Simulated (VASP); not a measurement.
A run of VASP 6.6.1:

File INCAR:

```
SYSTEM = InBi
  PREC = Accurate
  ENCUT = 600
  EDIFF = 1E-6
  ISMEAR = 0
  SIGMA = 0.1
  LREAL = .FALSE.
  LASPH = .TRUE.
  NELM = 100
  ALGO = Normal
  ISIF = 3
  LWAVE = .FALSE.
  LCHARG = .FALSE.
  GGA = PS
  IBRION = 2
  NSW = 70
  EDIFFG = -0.005
```

Contents of KPOINTS:

```
regular mesh
0
G
  8 8 10
  0 0 0
```

The input POSCAR:

```
InBi
1.0
    4.9688470809      0.0000000000      0.0000000000
    0.0000000000      4.9688470809      0.0000000000
    0.0000000000      0.0000000000      5.0532274771
In Bi
2 2
Direct
    0.0000000000      0.0000000000      0.0000000000
    0.5000000000      0.5000000000      0.0000000000
    0.0000000000      0.5000000000      0.3912003068
    0.5000000000      0.0000000000      0.6087996932
```

Potentials or basis: VASP PAW PBE potentials, release 64 (In_d, Bi_d).

Command:

```console
$ cat potpaw_PBE.64/In_d/POTCAR potpaw_PBE.64/Bi_d/POTCAR > POTCAR
$ mpirun -np 1 vasp_std > vasp.out
```

Hardware: 1 thread of Intel(R) Xeon(R) 6975P-C (Granite Rapids) (shared host).

Task: How long does it take, and how much memory?

Result: It took 25 min on 1 thread of Intel(R) Xeon(R) 6975P-C (Granite Rapids) (shared host), peak memory 0.55 GiB. Counts: scf iterations 135, k points 90, ion steps 25.
